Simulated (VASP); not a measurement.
# HfB (Fm-3m) in VASP: vibrations by perturbation theory with PBEsol

Aim: the vibrations by perturbation theory of HfB with PBEsol.

Program: VASP 6.6.1. These are calculated values, not measurements. Logs are shortened: lines on timing, memory, paths and dates and some standing lists are left out, and cuts for length are marked.

## Step 1: The cell of the first run

Symmetry: Fm-3m, No. 225, cubic system. The conventional cell has a = 4.787 Å, b = 4.787 Å, c = 4.787 Å, α = 90.00°, β = 90.00°, γ = 90.00°. Hf (site symmetry m-3m) has 6 B at 2.39 Å within 3.2 Å. Within 3.2 Å of B (site symmetry m-3m) lie 6 Hf at 2.39 Å.

## Step 2: Vibrations by perturbation theory, PBEsol

File INCAR:

```
PREC     = Accurate       # precision mode
ENCUT    = 520            # plane-wave cutoff, eV
EDIFF    = 1E-8           # SCF threshold, eV
ISMEAR   = 0              # smearing method
SIGMA    = 0.15           # smearing width, eV
LREAL    = F              # projectors in reciprocal space
LASPH    = T              # aspherical terms in the spheres
NELM     = 80             # most SCF steps
ALGO     = Normal         # electronic algorithm
ISIF     = 2              # what is computed and relaxed
LWAVE    = F              # write WAVECAR
LCHARG   = T              # write CHGCAR
GGA      = PS             # functional
NBANDS   = 14             # bands
IBRION   = 8              # ionic algorithm
NSW      = 1              # ionic steps
```

File KPOINTS:

```
Automatic mesh
0
Gamma
  16 16 16
```

File POSCAR:

```
HfB
1.0
    0.0000000000      2.3936993068      2.3936993068
    2.3936993068      0.0000000000      2.3936993068
    2.3936993068      2.3936993068      0.0000000000
Hf B
1 1
Direct
    0.5000000000      0.5000000000      0.5000000000
    0.0000000000      0.0000000000      0.0000000000
```

Potentials or basis: VASP PAW PBE potentials, release 64 (Hf_pv, B).

Command:

```sh
> cat potpaw_PBE.64/Hf_pv/POTCAR potpaw_PBE.64/B/POTCAR > POTCAR
> mpirun -np 1 vasp_std > vasp.out
```

OUTCAR:

```text
PREC = Accurate
   ENCUT = 520
   EDIFF = 1E-8
   ISMEAR = 0
   LREAL = F
   LASPH = T
   NELM = 80
   ISIF = 2
   GGA = PS
   IBRION = 8
   NSW = 1

 ion  position               nearest neighbor table
   1  0.500  0.500  0.500-   2 2.39   2 2.39   2 2.39   2 2.39   2 2.39   2 2.39
   2  0.000  0.000  0.000-   1 2.39   1 2.39   1 2.39   1 2.39   1 2.39   1 2.39

  LATTYP: Found a face centered cubic cell.
 ALAT       =     4.7873986136

  Lattice vectors:

 A1 = (   0.0000000000,   2.3936993068,   2.3936993068)
 A2 = (   2.3936993068,   0.0000000000,   2.3936993068)
 A3 = (   2.3936993068,   2.3936993068,   0.0000000000)

Analysis of symmetry for initial positions (statically):
=====================================================================
 Subroutine PRICEL returns:
 Original cell was already a primitive cell.

 Routine SETGRP: Setting up the symmetry group for a
 face centered cubic supercell.

 Subroutine GETGRP returns: Found 48 space group operations
 (whereof 48 operations were pure point group operations)
 out of a pool of 48 trial point group operations.

The static configuration has the point symmetry O_h .

Analysis of symmetry for dynamics (positions and initial velocities):
=====================================================================
 Subroutine PRICEL returns:
 Original cell was already a primitive cell.

 Routine SETGRP: Setting up the symmetry group for a
 face centered cubic supercell.

 Subroutine GETGRP returns: Found 48 space group operations
 (whereof 48 operations were pure point group operations)
 out of a pool of 48 trial point group operations.

The dynamic configuration has the point symmetry O_h .

 Subroutine INISYM returns: Found 48 space group operations
 (whereof 48 operations are pure point group operations),
 and found     1 'primitive' translations

----------------------------------------------------------------------------------------

                                     Primitive cell

  volume of cell :      27.4308

  direct lattice vectors                    reciprocal lattice vectors
     0.000000000  2.393699307  2.393699307    -0.208881708  0.208881708  0.208881708
     2.393699307  0.000000000  2.393699307     0.208881708 -0.208881708  0.208881708
     2.393699307  2.393699307  0.000000000     0.208881708  0.208881708 -0.208881708

  length of vectors
     3.385202024  3.385202024  3.385202024     0.361793731  0.361793731  0.361793731

  position of ions in fractional coordinates (direct lattice)
     0.500000000  0.500000000  0.500000000
     0.000000000  0.000000000  0.000000000

  ion indices of the primitive-cell ions
   primitive index   ion index
                 1           1
                 2           2

----------------------------------------------------------------------------------------

 KPOINTS: Automatic mesh

Automatic generation of k-mesh.
 Grid dimensions read from file:
 generate k-points for:   16   16   16

 Generating k-lattice:

  Cartesian coordinates                     Fractional coordinates (reciprocal lattice)
    -0.013055107  0.013055107  0.013055107     0.062500000  0.000000000  0.000000000
     0.013055107 -0.013055107  0.013055107     0.000000000  0.062500000  0.000000000
     0.013055107  0.013055107 -0.013055107     0.000000000  0.000000000  0.062500000

  Length of vectors
     0.022612108  0.022612108  0.022612108

  Shift w.r.t. Gamma in fractional coordinates (k-lattice)
     0.000000000  0.000000000  0.000000000

 Subroutine IBZKPT returns following result:
 ===========================================

 Found    145 irreducible k-points:

 Following reciprocal coordinates:
            Coordinates               Weight
[... 76 lines left out ...]
  energy-cutoff  :      520.00
  volume of cell :       27.43
 maximum number of plane-waves:       754
 NGX is ok and might be reduce to    28
   NGX = 13   NGY = 13   NGZ = 13

--------------------------------------- Ionic step        1  -------------------------------------------

 number of electron      12.9999999 magnetization

 Free energy of the ion-electron system (eV)
  ---------------------------------------------------
  ext. energy  EPLUGINS =         0.00000000
  ---------------------------------------------------
  free energy    TOTEN  =       -18.41428873 eV

  energy without entropy =      -18.40365019  energy(sigma->0) =      -18.40896946

 E-fermi :   4.3404     XC(G=0): -11.9036

 val. band max:        4.3357379787   @ k =   0.5000   0.2500   0.0000
 cond. band min:       4.3408171727   @ k =   0.2500   0.0625   0.0000
 fundamental gap:      0.0050791941
 Fermi energy:         4.3403621259

 k-point     1 :       0.0000    0.0000    0.0000
  band No.  band energies     occupation
      1     -24.4778      2.00000
      2     -24.4778      2.00000
      3     -24.4778      2.00000
      4      -4.8774      2.00000
      5       6.3738      0.00000
      6       6.3738      0.00000
      7       6.3738      0.00000
      8       8.0262      0.00000
      9       8.0262      0.00000
     10       8.0262      0.00000
     11       8.1310      0.00000
     12       8.1310      0.00000
     13      15.5745      0.00000
     14      15.7828      0.00000
[... 377 lines left out ...]
      1     -24.5251      2.00000
      2     -24.4916      2.00000
      3     -24.4797      2.00000
      4      -4.6140      2.00000
      5       5.6867      0.00000
      6       5.7547      0.00000
      7       6.1765      0.00000
      8       6.5238      0.00000
      9       7.5384      0.00000
     10       8.5777      0.00000
     11       9.3921      0.00000
     12      10.3992      0.00000
     13      16.1467      0.00000
     14      16.2382      0.00000

 [... further k-points ...]
[... 5 lines left out ...]
  --------------------------------------------------------------------------------------
  -------------------------------------------------------------------------------------
  Total        0.0672431      0.0672431      0.0672431      0.0000000      0.0000000      0.0000000
  in kB        3.9275323      3.9275323      3.9275323      0.0000000      0.0000000      0.0000000
  external PRESSURE =       3.9275323 kB  Pullay stress =       0.0000000 kB

 VOLUME and BASIS-vectors are now :
 -----------------------------------------------------------------------------
  energy-cutoff  :      520.00
  volume of cell :       27.43
      direct lattice vectors                 reciprocal lattice vectors
     0.000000000  2.393699307  2.393699307    -0.208881708  0.208881708  0.208881708
     2.393699307  0.000000000  2.393699307     0.208881708 -0.208881708  0.208881708
     2.393699307  2.393699307  0.000000000     0.208881708  0.208881708 -0.208881708

 POSITION                                       TOTAL-FORCE (eV/Angst)
 -----------------------------------------------------------------------------------
      2.39370      2.39370      2.39370         0.000000      0.000000      0.000000
      0.00000      0.00000      0.00000        -0.000000     -0.000000     -0.000000
 -----------------------------------------------------------------------------------
    total drift:                                0.000000      0.000000      0.000000

  FREE ENERGIE OF THE ION-ELECTRON SYSTEM (eV)
  ---------------------------------------------------
  free  energy   TOTEN  =       -18.4142887273 eV

  energy  without entropy=      -18.4036501918  energy(sigma->0) =      -18.40896946

[... ionic steps 2 to 3 ...]

--------------------------------------- Ionic step        4  -------------------------------------------

------------------------ aborting loop because EDIFF is reached ----------------------------------------

[... ionic steps 5 to 6 ...]

--------------------------------------- Ionic step        7  -------------------------------------------

 Free energy of the ion-electron system (eV)
  ---------------------------------------------------
  ---------------------------------------------------
  free energy    TOTEN  =        -0.04144692 eV

  energy without entropy =       -0.04144692

------------------------ aborting loop because EDIFF is reached ----------------------------------------

 INTERNAL STRAIN TENSOR  FOR ION    2  DIRECTION 1   (eV/Angst):
 -----------------------------------------------------------------------------
     0.00284  0.00000  0.00000
     0.00000 -0.00439  0.00000
     0.00000  0.00000 -0.00439

 INTERNAL STRAIN TENSOR FOR ION    2 for displacements in x,y,z  (eV/Angst):
          X           Y           Z          XY          YZ          ZX
  --------------------------------------------------------------------------------
  x     0.00000     0.00000     0.00000     0.00000     0.00000     0.00000
  y     0.00000     0.00000     0.00000     0.00000     0.00000     0.00000
  z     0.00000     0.00000     0.00000     0.00000     0.00000     0.00000

 SECOND DERIVATIVES (NOT SYMMETRIZED)
 ------------------------------------
               1X          1Y          1Z          2X          2Y          2Z
  1X    -8.314071    0.000000    0.000000    8.314071    0.000000    0.000000
  1Y     0.000000   -8.314071    0.000000    0.000000    8.314071    0.000000
  1Z     0.000000    0.000000   -8.314071    0.000000    0.000000    8.314071
  2X     8.315811    0.000000    0.000000   -8.315811    0.000000    0.000000
  2Y     0.000000    8.315811    0.000000    0.000000   -8.315811    0.000000
  2Z     0.000000    0.000000    8.315811    0.000000    0.000000   -8.315811

 Eigenvectors and eigenvalues of the dynamical matrix
 ----------------------------------------------------

   1 f  =   14.120075 THz    88.719051 2PiTHz  470.995019 cm-1    58.395914 meV
             X         Y         Z           dx          dy          dz
      2.393699  2.393699  2.393699    -0.238954    0.000000    0.000000
      0.000000  0.000000  0.000000     0.971031    0.000000    0.000000
[... 21 lines left out ...]
   6 f/i=    0.000343 THz     0.002155 2PiTHz    0.011439 cm-1     0.001418 meV
             X         Y         Z           dx          dy          dz
      2.393699  2.393699  2.393699     0.000000    0.000000    0.971031
      0.000000  0.000000  0.000000     0.000000    0.000000    0.238954

--------------------------------------------------------------------------------------------------------

 ELASTIC MODULI CONTR FROM IONIC RELAXATION (kBar)
 Direction    XX          YY          ZZ          XY          YZ          ZX
 --------------------------------------------------------------------------------
 XX           0.0000      0.0000      0.0000      0.0000      0.0000      0.0000
 YY           0.0000      0.0000      0.0000      0.0000      0.0000      0.0000
 ZZ           0.0000      0.0000      0.0000      0.0000      0.0000      0.0000
 XY           0.0000      0.0000      0.0000      0.0000      0.0000      0.0000
 YZ           0.0000      0.0000      0.0000      0.0000      0.0000      0.0000
 ZX           0.0000      0.0000      0.0000      0.0000      0.0000      0.0000
 --------------------------------------------------------------------------------
```

Run time: 6.4 min. Hardware: 1 thread of Intel Xeon Platinum 8375C at 2.90GHz (Ice Lake), shared host; peak memory 0.41 GiB.

What came out:

| Quantity | Value |
| --- | --- |
| Highest phonon frequency at Γ | 471 cm⁻¹ |

Phonon frequencies in cm⁻¹ (negative: imaginary):
```csv
q point,frequencies
"(0.000, 0.000, 0.000)",0 0 0 471 471 471
```

Caveat: the PAW data sets were made with another functional, which shifts forces and pressure a little; spin-orbit coupling is left out, which moves the levels of the heavy elements.
